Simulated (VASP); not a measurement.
Write the native input for VASP 6.6.1 that does the following.

| Quantity | Value |
| --- | --- |
| Task | single point |
| Functional | PBE |
| Potentials or basis | VASP PAW PBE potentials, release 64 (B, Ru_pv) |
| Cutoff | 500 eV |
| k mesh | 12 × 12 × 2 |
| Occupations | gaussian, width 0.2 eV |
| Spin | no spin polarisation |
| Dipole correction | no |
| Further INCAR settings | ALGO = Normal; EDIFF = 1e-06; NBANDS = 70 |

The structure of BRu4 lies in POSCAR:

```
BRu4
1.0
    2.7733058819      0.0000000000      0.0000000000
   -1.3866529409      2.4017533462      0.0000000000
    0.0000000000      0.0000000000     18.5849320344
B Ru
2 8
Direct
    0.6666666667      0.3333333333      0.2500000000
    0.3333333333      0.6666666667      0.7500000000
    0.3333333333      0.6666666667      0.1726587786
    0.3333333333      0.6666666667      0.3273412214
    0.6666666667      0.3333333333      0.0574739685
    0.3333333333      0.6666666667      0.9425260315
    0.6666666667      0.3333333333      0.8273412214
    0.6666666667      0.3333333333      0.6726587786
    0.3333333333      0.6666666667      0.5574739685
    0.6666666667      0.3333333333      0.4425260315
```

One way to write it, as run:

INCAR

```
SYSTEM = BRu4
ALGO     = Normal         ! electronic algorithm
EDIFF    = 1E-6           ! SCF threshold, eV
ENCUT    = 500            ! plane-wave cutoff, eV
GGA      = PE             ! functional
GGA_COMPAT= .FALSE.      
ISIF     = 2              ! what is computed and relaxed
ISMEAR   = 0              ! smearing method
LASPH    = .TRUE.         ! aspherical terms in the spheres
LCHARG   = .TRUE.         ! write CHGCAR
LELF     = .TRUE.         ! ELF
LREAL    = .FALSE.        ! projectors in reciprocal space
LVHAR    = .TRUE.       
LWAVE    = .FALSE.        ! write WAVECAR
NBANDS   = 70             ! bands
NELM     = 120            ! most SCF steps
PREC     = Accurate       ! precision mode
SIGMA    = 0.2            ! smearing width, eV
```

KPOINTS

```
k-points
0
G
  12 12 2
  0 0 0
```

Potentials or basis: VASP PAW PBE potentials, release 64 (B, Ru_pv).

Launch:

```bash
$ cat potpaw_PBE.64/B/POTCAR potpaw_PBE.64/Ru_pv/POTCAR > POTCAR
$ mpirun -np 1 vasp_std > vasp.out
```

Results of the run:

* Pressure: 0.1 GPa
* Largest force: 0.044 eV/Å
* Band gap on the k mesh: zero (bands 59 and 60 overlap by 2.49 eV)

Run time: 6.4 min on 1 thread of Oxide Virtual Turin-like Processor, on a shared host, peak memory 0.32 GiB.
